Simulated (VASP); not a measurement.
**MgO: single point with r2SCAN**

The system is MgO.

```
Mg O
1.0
     3.38323    0.00000    0.00000
    -1.69162    2.92997    0.00000
     0.00000    0.00000    5.09654
Mg O
2 2
Direct
  0.33333 0.66667 0.00216
  0.66667 0.33333 0.50216
  0.33333 0.66667 0.40244
  0.66667 0.33333 0.90244
```

```yaml
Program: VASP 6.6.1
Task: single point
Functional: r2SCAN
Potentials_or_basis: VASP PAW PBE potentials, release 64 (Mg, O)
Cutoff: 520 eV
k_mesh: 7 × 7 × 4
Occupations: gaussian, width 0.01 eV
Spin: no spin polarisation
```

```
Pressure               : -8.6 GPa
Largest force          : 0.090 eV/Å
Band gap on the k mesh : 3.75 eV, direct
```

Forces in eV/Å, atoms in the order of the input:
```
Mg   0.000  0.000  0.090
Mg   0.000  0.000  0.090
O    0.000  0.000 -0.090
O    0.000  0.000 -0.090
```

Stress tensor (GPa, compression positive):
```
-9.08  0.00  0.00
 0.00 -9.08  0.00
 0.00  0.00 -7.51
```

Levels at points of the mesh, in eV from the valence-band top:
```tsv
k point	band 4	band 5	band 6	band 7	band 8	band 9	band 10	band 11	band 12	band 13
(0.00, 0.00, 0.00)	-0.76	-0.76	-0.43	-0.43	0.00	3.75	8.86	10.65	14.50	14.50
(0.00, 0.00, 0.50)	-1.89	-0.60	-0.60	-0.60	-0.60	6.23	6.23	13.61	13.61	14.96
```

Run time: 3.7 min on 1 thread of AMD EPYC 7R13 (shared host), peak memory 0.16 GiB.

Caveat: the PAW data sets were made with another functional, which shifts forces and pressure a little. r2SCAN opens gaps a little over a GGA but as a rule still falls short of measured ones.
